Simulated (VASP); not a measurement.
A run of VASP 6.6.1 is set up as follows.

Contents of INCAR:

```
ALGO     = Fast           # electronic algorithm
EDIFF    = 1E-6           # SCF threshold, eV
ENCUT    = 520            # plane-wave cutoff, eV
GGA      = CA             # functional
ISIF     = 2              # what is computed and relaxed
ISMEAR   = 0              # smearing method
LASPH    = True           # aspherical terms in the spheres
LCHARG   = True           # write CHGCAR
LELF     = True           # ELF
LREAL    = False          # projectors in reciprocal space
LVHAR    = True         
LWAVE    = False          # write WAVECAR
NBANDS   = 10             # bands
NELM     = 80             # most SCF steps
PREC     = Accurate       # precision mode
SIGMA    = 0.15           # smearing width, eV
```

File KPOINTS:

```
k-points
0
Gamma
  12 12 12
```

POSCAR

```
Rb
1.0
   -2.9769214676      2.9769214676      2.6940465770
    2.9769214676     -2.9769214676      2.6940465770
    2.7883382072      2.7883382072     -2.6940465770
Rb
1
Direct
    0.0000000000      0.0000000000      0.0000000000
```

Potentials or basis: VASP PAW LDA potentials, release 64 (Rb_sv).

Command:

```sh
$ cat potpaw_LDA.64/Rb_sv/POTCAR > POTCAR
$ mpirun -np 1 vasp_std > vasp.out
```

(1) What does it give for the pressure?

(2) Predict the band gap on the k mesh.

Results:

(1) -0.4 GPa.

(2) zero (an odd number of electrons rules out a gap without spin polarisation).
